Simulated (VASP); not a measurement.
Ba2SeO, 4 atoms in the cell. The structure is trigonal, space group R-3m (No. 166). The conventional cell has a = 4.313 Å, b = 4.313 Å, c = 21.521 Å, α = 90.00°, β = 90.00°, γ = 120.00°. Within 3.8 Å of O (site symmetry -3m) lie 6 Ba at 2.91 Å. Se (site symmetry -3m) has 6 Ba at 3.25 Å and 6 Se at 4.31 Å and 6 O at 4.37 Å within 4.4 Å. Ba (site symmetry 3m) has 3 O at 2.91 Å and 3 Se at 3.25 Å and 3 Ba at 3.90 Å within 3.9 Å. 

- Program: VASP 6.6.1
- Task: single point
- Functional: r2SCAN
- Potentials or basis: VASP PAW PBE potentials, release 64 (O, Se, Ba_sv)
- Cutoff: 520 eV
- k mesh: 6 × 6 × 6
- Occupations: gaussian, width 0.01 eV
- Spin: no spin polarisation
- Dipole correction: no
- Further INCAR settings: ALGO = Normal; EDIFF = 1e-06; NBANDS = 24

Potentials or basis: VASP PAW PBE potentials, release 64 (O, Se, Ba_sv).

Run with:

```sh
$ cat potpaw_PBE.64/O/POTCAR potpaw_PBE.64/Se/POTCAR potpaw_PBE.64/Ba_sv/POTCAR > POTCAR
$ cp INCAR.step1 INCAR
$ mpirun -np 1 vasp_std > vasp.out
$ cp INCAR.step2 INCAR
$ mpirun -np 1 vasp_std > vasp.out
```

Hardware: 1 thread of Intel(R) Xeon(R) Platinum 8259CL CPU @ 2.50GHz (Skylake/Cascade Lake) (shared host).

**Question.** How long does it take, and how much memory?

**Answer.** Run time: 16 min on 1 thread of Intel(R) Xeon(R) Platinum 8259CL CPU @ 2.50GHz (Skylake/Cascade Lake), with other jobs on the host, peak memory 0.52 GiB. Counts: k points 32.
